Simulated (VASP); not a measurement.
Write the native input for VASP 6.6.1 that does the following.

* Task: single point
* Functional: r2SCAN
* Potentials or basis: VASP PAW PBE potentials, release 64 (Cr_pv, Eu)
* Cutoff: 800 eV
* k mesh: 5 × 5 × 5, shifted
* Occupations: methfessel-paxton, width 0.2469 eV
* Spin: no spin polarisation
* Dipole correction: no
* Further INCAR settings: ALGO = Normal; EDIFF = 1e-06; NBANDS = 22

EuCr:

```
Cr Eu
1.0
     3.68164    0.00000    0.00000
     0.00000    3.68164    0.00000
     0.00000    0.00000    3.68164
Cr Eu
1 1
Direct
  0.50000 0.50000 0.50000
  0.00000 0.00000 0.00000
```

These files were run (other wordings do the same):

POSCAR

```
EuCr
1.0
    3.6816445100      0.0000000000      0.0000000000
    0.0000000000      3.6816445100      0.0000000000
    0.0000000000      0.0000000000      3.6816445100
Cr Eu
1 1
Direct
    0.5000000000      0.5000000000      0.5000000000
    0.0000000000      0.0000000000      0.0000000000
```

INCAR.step1

```
ALGO     = Normal         # electronic algorithm
EDIFF    = 1E-5           # SCF threshold, eV
ENCUT    = 800            # plane-wave cutoff, eV
GGA      = PE             # functional
GGA_COMPAT= False        
ISMEAR   = 1              # smearing method
LASPH    = True           # aspherical terms in the spheres
LCHARG   = False          # write CHGCAR
LMAXMIX  = 6              # l up to which the mixer works
LREAL    = False          # projectors in reciprocal space
LWAVE    = True           # write WAVECAR
NBANDS   = 22             # bands
NELM     = 200            # most SCF steps
PREC     = Accurate       # precision mode
SIGMA    = 0.2469         # smearing width, eV
```

INCAR.step2

```
ALGO     = Normal         # electronic algorithm
EDIFF    = 1E-6           # SCF threshold, eV
ENCUT    = 800            # plane-wave cutoff, eV
GGA_COMPAT= False        
ISIF     = 2              # what is computed and relaxed
ISMEAR   = 1              # smearing method
ISTART   = 1            
LASPH    = True           # aspherical terms in the spheres
LCHARG   = True           # write CHGCAR
LELF     = True           # ELF
LMAXMIX  = 6              # l up to which the mixer works
LMIXTAU  = True         
LREAL    = False          # projectors in reciprocal space
LVHAR    = True         
LWAVE    = False          # write WAVECAR
METAGGA  = R2SCAN         # meta-GGA
NBANDS   = 22             # bands
NELM     = 200            # most SCF steps
PREC     = Accurate       # precision mode
SIGMA    = 0.2469         # smearing width, eV
```

KPOINTS

```
Automatic mesh
0
Gamma
  5 5 5
  0.5 0.5 0.5
```

Potentials or basis: VASP PAW PBE potentials, release 64 (Cr_pv, Eu).

Launch:

```console
$ cat potpaw_PBE.64/Cr_pv/POTCAR potpaw_PBE.64/Eu/POTCAR > POTCAR
$ cp INCAR.step1 INCAR
$ mpirun -np 1 vasp_std > vasp.out
$ cp INCAR.step2 INCAR
$ mpirun -np 1 vasp_std > vasp.out
```

Results of the run:

The pressure is -13.7 GPa and the band gap on the k mesh is zero (an odd number of electrons rules out a gap without spin polarisation).

Caveat: the cell stands under tension; the PAW data sets were made with another functional, which shifts forces and pressure a little; spin-orbit coupling is left out, which moves the levels of the heavy elements; the run has no spin polarisation, though such a crystal can be magnetic; semilocal functionals describe open f shells poorly, which spoils levels, moments and volumes.

It took 2.2 min on 1 thread of Intel(R) Xeon(R) Platinum 8488C (Sapphire Rapids), with other jobs on the host, peak memory 0.24 GiB.
